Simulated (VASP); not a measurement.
# W (Im-3m) in VASP: further runs

The runs below take W through single point, with PBE.

Everything below comes from runs of VASP 6.6.1. Logs are shortened: lines on timing, memory, paths and dates and some standing lists are left out, and cuts for length are marked.

## Step 1: The cell of the first run

Symmetry: Im-3m, No. 229, cubic system. Conventional cell: a = 3.100 Å, b = 3.100 Å, c = 3.100 Å, α = 90.00°, β = 90.00°, γ = 90.00°. W (site symmetry m-3m) has 14 W at 2.68 to 3.10 Å within 3.5 Å.

## Step 2: Single point, PBE

INCAR

```
PREC = Accurate
ENCUT = 500
EDIFF = 1E-6
ISMEAR = -1
SIGMA = 0.15
LREAL = False
LASPH = True
NELM = 120
ALGO = Normal
ISIF = 2
LWAVE = False
LCHARG = False
GGA = PE
NBANDS = 13
GGA_COMPAT = False
```

KPOINTS

```
Automatic mesh
0
Gamma
  13 13 13
```

POSCAR

```
W
1.0
   -1.5500431812      1.5500431812      1.5500431812
    1.5500431812     -1.5500431812      1.5500431812
    1.5500431812      1.5500431812     -1.5500431812
W
1
Direct
    0.0000000000      0.0000000000      0.0000000000
```

Potentials or basis: VASP PAW PBE potentials, release 64 (W_sv).

On the command line:

```bash
$ cat potpaw_PBE.64/W_sv/POTCAR > POTCAR
$ mpirun -np 1 vasp_std > vasp.out
```

OUTCAR:

```text
PREC = Accurate
   ENCUT = 500
   EDIFF = 1E-6
   ISMEAR = -1
   LREAL = False
   LASPH = True
   NELM = 120
   ISIF = 2
   GGA = PE

 ion  position               nearest neighbor table
   1  0.000  0.000  0.000-

  LATTYP: Found a body centered cubic cell.
 ALAT       =     3.1000863624

  Lattice vectors:

 A1 = (  -1.5500431812,   1.5500431812,   1.5500431812)
 A2 = (   1.5500431812,  -1.5500431812,   1.5500431812)
 A3 = (   1.5500431812,   1.5500431812,  -1.5500431812)

Analysis of symmetry for initial positions (statically):
=====================================================================
 Subroutine PRICEL returns:
 Original cell was already a primitive cell.

 Routine SETGRP: Setting up the symmetry group for a
 body centered cubic supercell.

 Subroutine GETGRP returns: Found 48 space group operations
 (whereof 48 operations were pure point group operations)
 out of a pool of 48 trial point group operations.

The static configuration has the point symmetry O_h .

Analysis of symmetry for dynamics (positions and initial velocities):
=====================================================================
 Subroutine PRICEL returns:
 Original cell was already a primitive cell.

 Routine SETGRP: Setting up the symmetry group for a
 body centered cubic supercell.

 Subroutine GETGRP returns: Found 48 space group operations
 (whereof 48 operations were pure point group operations)
 out of a pool of 48 trial point group operations.

The dynamic configuration has the point symmetry O_h .

 Subroutine INISYM returns: Found 48 space group operations
 (whereof 48 operations are pure point group operations),
 and found     1 'primitive' translations

----------------------------------------------------------------------------------------

                                     Primitive cell

  volume of cell :      14.8967

  direct lattice vectors                    reciprocal lattice vectors
    -1.550043181  1.550043181  1.550043181     0.000000000  0.322571659  0.322571659
     1.550043181 -1.550043181  1.550043181     0.322571659  0.000000000  0.322571659
     1.550043181  1.550043181 -1.550043181     0.322571659  0.322571659  0.000000000

  length of vectors
     2.684753544  2.684753544  2.684753544     0.456185215  0.456185215  0.456185215

  position of ions in fractional coordinates (direct lattice)
     0.000000000  0.000000000  0.000000000
[... 75 lines left out ...]
   NELM   =    120;   NELMIN=  2; NELMDL= -5     # of ELM steps
   EDIFF  = 0.1E-05   stopping-criterion for ELM
   LREAL  =      F    real-space projection
   EDIFFG = 0.1E-04   stopping-criterion for IOM
   NSW    =      0    number of steps for IOM
   IBRION =     -1    ionic relax: 0-MD 1-quasi-New 2-CG
   NFREE  =      0    steps in history (QN), initial steepest desc. (CG)
   ISIF   =      2    stress and relaxation
   ISYM   =      2    0-nonsym 1-usesym 2-fastsym
   POTIM  = 0.5000    time-step for ionic-motion
   TEBEG  =    0.0;   TEEND  =   0.0 temperature during run
   PSTRESS=    0.0 pullay stress
   NELECT =      14.0000    total number of electrons
   NUPDOWN=      -1.0000    fix difference up-down
   EMIN   =  10.00;   EMAX   =-10.00  energy-range for DOS
   EFERMI =   0.00;   METHOD = LEGACY
   ISMEAR =    -1;   SIGMA  =   0.15  broadening in eV -4-tet -1-fermi 0-gaus
   EFERMI_NEDOS =   21; number of points for ismear=-14 and -15
   IALGO  =     38    algorithm
   IMIX   =      4    mixing-type and parameters
     AMIX     =   0.40;   BMIX     =  1.00
     AMIX_MAG =   1.60;   BMIX_MAG =  1.00
  volume/ion in A,a.u.               =      14.90       100.53
  Fermi-wavevector in a.u.,A,eV,Ry     =   1.603567  3.030302 34.986380  2.571426
  Thomas-Fermi vector in A             =   2.700209
   LORBIT       =      0    0 simple, 1 ext, 2 COOP (PROOUT), +10 PAW based schemes
   GGA     = PE    functional components
   LHFCALC =     F    Hartree Fock is set to
   AEXX    =    0.0000 exact exchange contribution
   IVDW    =     0    specifies the selected vdW correction
   LEPSILON=     F    determine dielectric tensor
   LRPA    =     F    only Hartree local field effects (RPA)
 non-spin polarized calculation
  energy-cutoff  :      500.00
  volume of cell :       14.90
 maximum number of plane-waves:       387
   NGX =  9   NGY =  9   NGZ =  9

 number of electron      13.9999999 magnetization

 Free energy of the ion-electron system (eV)
  ---------------------------------------------------
  ext. energy  EPLUGINS =         0.00000000
  ---------------------------------------------------
  free energy    TOTEN  =       -12.87119473 eV

  energy without entropy =      -12.84430937  energy(sigma->0) =      -12.85775205

 E-fermi :  12.3852     XC(G=0): -13.9964

 val. band max:       12.2395232824   @ k =  -0.3077   0.3077   0.2308
 cond. band min:      12.4260180383   @ k =  -0.4615   0.4615   0.2308
 fundamental gap:      0.1864947559
 Fermi energy:        12.3852263473

 k-point     1 :       0.0000    0.0000    0.0000
  band No.  band energies     occupation
      1     -61.7418      2.00000
      2     -25.1997      2.00000
      3     -25.1997      2.00000
      4     -25.1997      2.00000
      5       2.3892      2.00000
      6      11.0266      1.99977
      7      11.0266      1.99977
      8      11.0266      1.99977
      9      14.7755      0.00000
     10      14.7755      0.00000
     11      27.0186      0.00000
     12      27.0186      0.00000
     13      27.0186      0.00000
[... 354 lines left out ...]
  band No.  band energies     occupation
      1     -61.6142      2.00000
      2     -26.3332      2.00000
      3     -25.5477      2.00000
      4     -25.2892      2.00000
      5       6.1245      2.00000
      6       9.0245      2.00000
      7       9.8314      2.00000
      8      14.5432      0.00000
      9      15.2371      0.00000
     10      16.7264      0.00000
     11      27.1245      0.00000
     12      28.0070      0.00000
     13      31.9164      0.00000

 [... further k-points ...]
[... 5 lines left out ...]
  --------------------------------------------------------------------------------------
  -------------------------------------------------------------------------------------
  Total        2.7320673      2.7320673      2.7320673      0.0000000      0.0000000      0.0000000
  in kB      293.8397831    293.8397831    293.8397831      0.0000000      0.0000000      0.0000000
  external PRESSURE =     293.8397831 kB  Pullay stress =       0.0000000 kB

 VOLUME and BASIS-vectors are now :
 -----------------------------------------------------------------------------
  energy-cutoff  :      500.00
  volume of cell :       14.90
      direct lattice vectors                 reciprocal lattice vectors
    -1.550043181  1.550043181  1.550043181     0.000000000  0.322571659  0.322571659
     1.550043181 -1.550043181  1.550043181     0.322571659  0.000000000  0.322571659
     1.550043181  1.550043181 -1.550043181     0.322571659  0.322571659  0.000000000

 POSITION                                       TOTAL-FORCE (eV/Angst)
 -----------------------------------------------------------------------------------
      0.00000      0.00000      0.00000         0.000000      0.000000     -0.000000
 -----------------------------------------------------------------------------------
    total drift:                                0.000000     -0.000000      0.000000

  FREE ENERGIE OF THE ION-ELECTRON SYSTEM (eV)
  ---------------------------------------------------
  free  energy   TOTEN  =       -12.8711947289 eV

  energy  without entropy=      -12.8443093739  energy(sigma->0) =      -12.85775205
```

OSZICAR:

```text
N       E                     dE             d eps       ncg     rms          rms(c)
DAV:   1     0.814558034187E+02    0.81456E+02   -0.72810E+03  2192   0.121E+03
DAV:   2    -0.119492707296E+02   -0.93405E+02   -0.89715E+02  2469   0.312E+02
DAV:   3    -0.134305855184E+02   -0.14813E+01   -0.14785E+01  2369   0.381E+01
DAV:   4    -0.134359228406E+02   -0.53373E-02   -0.53372E-02  2479   0.253E+00
DAV:   5    -0.134359637951E+02   -0.40955E-04   -0.40955E-04  2374   0.208E-01    0.235E+01
DAV:   6    -0.129993849915E+02    0.43658E+00   -0.33880E-01  2289   0.799E+00    0.100E+01
DAV:   7    -0.128751946423E+02    0.12419E+00   -0.19735E-01  2414   0.582E+00    0.517E-01
DAV:   8    -0.128711875801E+02    0.40071E-02   -0.42815E-03  2204   0.867E-01    0.585E-02
DAV:   9    -0.128712012544E+02   -0.13674E-04   -0.53197E-05  2524   0.908E-02    0.526E-02
DAV:  10    -0.128711944456E+02    0.68088E-05   -0.14475E-05  2399   0.546E-02    0.173E-03
DAV:  11    -0.128711947289E+02   -0.28334E-06   -0.22092E-07  1447   0.566E-03
   1 F= -.12871195E+02 E0= -.12857752E+02  d E =-.268854E-01
```

stdout:

```text
POSCAR found type information on POSCAR W
 POSCAR found :  1 types and       1 ions
 scaLAPACK will be used
 LDA part: xc-table for (Slater+PW92), standard interpolation
 POSCAR, INCAR and KPOINTS ok, starting setup
 FFT: planning ... GRIDC
 FFT: planning ... GRID_SOFT
 FFT: planning ... GRID
 WAVECAR not read
 entering main loop
```

Run time: 5 s. Hardware: 1 thread of Intel Xeon 6975P-C (Granite Rapids), shared host; peak memory 0.13 GiB.

Results:

```
Free energy            : -12.8712 eV
Pressure               : 29.4 GPa
Band gap on the k mesh : zero (band 7 reaches 17.27 eV, above the bottom of band 8 at 11.03 eV)
```

Levels at points of the mesh, in eV from the Fermi level:
| k point | band 3 | band 4 | band 5 | band 6 | band 7 | band 8 | band 9 | band 10 | band 11 | band 12 |
| --- | --- | --- | --- | --- | --- | --- | --- | --- | --- | --- |
| (0.00, 0.00, 0.00) | -37.58 | -37.58 | -10.00 | -1.36 | -1.36 | -1.36 | 2.39 | 2.39 | 14.63 | 14.63 |

Caveat: spin-orbit coupling is left out, which moves the levels of the heavy elements.

(Continued in part 2 of 2.)
